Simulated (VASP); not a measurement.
Input of a VASP 6.6.1 run:

File INCAR:

```
ALGO     = Normal         # electronic algorithm
EDIFF    = 1E-6           # SCF threshold, eV
ENCUT    = 520            # plane-wave cutoff, eV
GGA      = PE             # functional
ISIF     = 2              # what is computed and relaxed
ISMEAR   = 0              # smearing method
LASPH    = T              # aspherical terms in the spheres
LCHARG   = F              # write CHGCAR
LDAU     = T              # DFT+U
LDAUJ    = 0 0          
LDAUL    = 2 -1           # shell
LDAUPRINT= 1            
LDAUTYPE = 2            
LDAUU    = 6.2 0          # U, eV
LMAXMIX  = 4              # l up to which the mixer works
LREAL    = F              # projectors in reciprocal space
LWAVE    = F              # write WAVECAR
NBANDS   = 17             # bands
NELM     = 150            # most SCF steps
PREC     = Accurate       # precision mode
SIGMA    = 0.1            # smearing width, eV
```

The input KPOINTS:

```
k-points
0
Gamma
  14 14 14
```

File POSCAR:

```
WS
1.0
    0.0000000000      2.7419823685      2.7419823685
    2.7419823685      0.0000000000      2.7419823685
    2.7419823685      2.7419823685      0.0000000000
W S
1 1
Direct
    0.0000000000      0.0000000000      0.0000000000
    0.5000000000      0.5000000000      0.5000000000
```

Potentials or basis: VASP PAW PBE potentials, release 64 (W_sv, S).

Launch:

```bash
$ cat potpaw_PBE.64/W_sv/POTCAR potpaw_PBE.64/S/POTCAR > POTCAR
$ mpirun -np 1 vasp_std > vasp.out
```

(1) Predict the band gap on the k mesh.

(2) Estimate the pressure.

Answers

(1) zero (band 10 reaches 7.89 eV, above the bottom of band 11 at 5.74 eV).

(2) -19.5 GPa.

Caveat: spin-orbit coupling is left out, which moves the levels of the heavy elements; U without spin polarisation on a metal has little footing.
